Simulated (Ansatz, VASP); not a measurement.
**LiF: VASP beside Ansatz**

File INCAR:

```
SYSTEM = LiF
PREC     = Accurate       ! precision mode
ENCUT    = 520            ! plane-wave cutoff, eV
EDIFF    = 1E-6           ! SCF threshold, eV
ISMEAR   = -1             ! smearing method
SIGMA    = 0.05           ! smearing width, eV
LREAL    = .False.        ! projectors in reciprocal space
LASPH    = .True.         ! aspherical terms in the spheres
NELM     = 80             ! most SCF steps
ALGO     = Normal         ! electronic algorithm
ISIF     = 2              ! what is computed and relaxed
LWAVE    = .False.        ! write WAVECAR
LCHARG   = .True.         ! write CHGCAR
GGA      = PS             ! functional
LELF     = .True.         ! ELF
LVHAR    = .True.       
NBANDS   = 12             ! bands
```

KPOINTS

```
regular mesh
0
Gamma
  8 8 8
  0 0 0
```

Contents of POSCAR:

```
LiF
1.0
    2.5162584438      0.0000000000      0.0000000000
    0.0000000000      2.5162584438      0.0000000000
    0.0000000000      0.0000000000      2.5162584438
Li F
1 1
Direct
    0.0000000000      0.0000000000      0.0000000000
    0.5000000000      0.5000000000      0.5000000000
```

Input for Ansatz:

```yaml
crystal:
  lattice:
    - [2.5162584438, 0.0, 0.0]
    - [0.0, 2.5162584438, 0.0]
    - [0.0, 0.0, 2.5162584438]
  atoms:
    - { symbol: Li, position: [0.0, 0.0, 0.0] }
    - { symbol: F, position: [0.5, 0.5, 0.5] }
kpoints:
  mp_grid: { grid: [8, 8, 8] }
hamiltonian:
  xc: pbesol
scf:
  occupations: { method: fermi_dirac, width: 0.05 }
  n_extra_bands: 4
output:
  forces: true
  stress: true
  eigenvalues: true
```

Alike in both runs: task single point; functional PBEsol; k mesh 8 × 8 × 8; occupations fermi-dirac, width 0.05 eV; no spin polarisation.

|  | VASP | Ansatz |
| --- | --- | --- |
| version | VASP 6.6.1 | Ansatz 0.2.0 |
| potentials or method | VASP PAW PBE potentials, release 64 (Li_sv, F) | plane waves |
| plane-wave cutoff (eV) | 520 | 420 |
| valence electrons in the cell | 10 | 10 |

|  | VASP | Ansatz | Ansatz less VASP |
| --- | --- | --- | --- |
| gap on the k mesh at the Fermi level (eV) | 7.81 | 7.80 | -0.014 |

VASP's potentials were made for PBE, not for PBEsol.

Noted on VASP's run: the cutoff is short for stress, so the pressure is rough.
